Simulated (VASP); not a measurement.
Input of a VASP 6.6.1 run:

The input INCAR:

```
  PREC = Accurate
  ENCUT = 550
  EDIFF = 1E-6
  ISMEAR = 0
  SIGMA = 0.1
  LREAL = False
  LASPH = True
  NELM = 300
  ALGO = All
  ISIF = 2
  LWAVE = False
  LCHARG = False
  GGA = PE
  NBANDS = 49
  GGA_COMPAT = False
  ISEARCH = 1
  KPAR = 4
```

File KPOINTS:

```
regular mesh
0
Gamma
  6 6 2
```

File POSCAR:

```
TiW2
1.0
    2.8180816400      0.0000000000      0.0000000000
   -1.4090408200      2.4405302900      0.0000000000
    0.0000000000      0.0000000000     14.2264617600
Ti W
2 4
Direct
    0.3333333300      0.6666666700      0.7500000000
    0.6666666700      0.3333333300      0.2500000000
    0.3333333300      0.6666666700      0.0833333300
    0.3333333300      0.6666666700      0.4166666700
    0.6666666700      0.3333333300      0.9166666700
    0.6666666700      0.3333333300      0.5833333300
```

Potentials or basis: VASP PAW PBE potentials, release 64 (Ti_sv, W_sv).

Launch:

```sh
$ cat potpaw_PBE.64/Ti_sv/POTCAR potpaw_PBE.64/W_sv/POTCAR > POTCAR
$ mpirun -np 4 vasp_std > vasp.out
```

(1) Estimate the pressure.

(2) What does it give for the band gap on the k mesh?

(3) Estimate the largest force.

## Answers

(1) 4.2 GPa.

(2) zero (bands 40 and 41 overlap by 0.79 eV).

(3) 0.264 eV/Å.

Caveat: the k points lie up to 0.43 Å⁻¹ apart, too coarse for converged energies and pressures of a metal; spin-orbit coupling is left out, which moves the levels of the heavy elements.
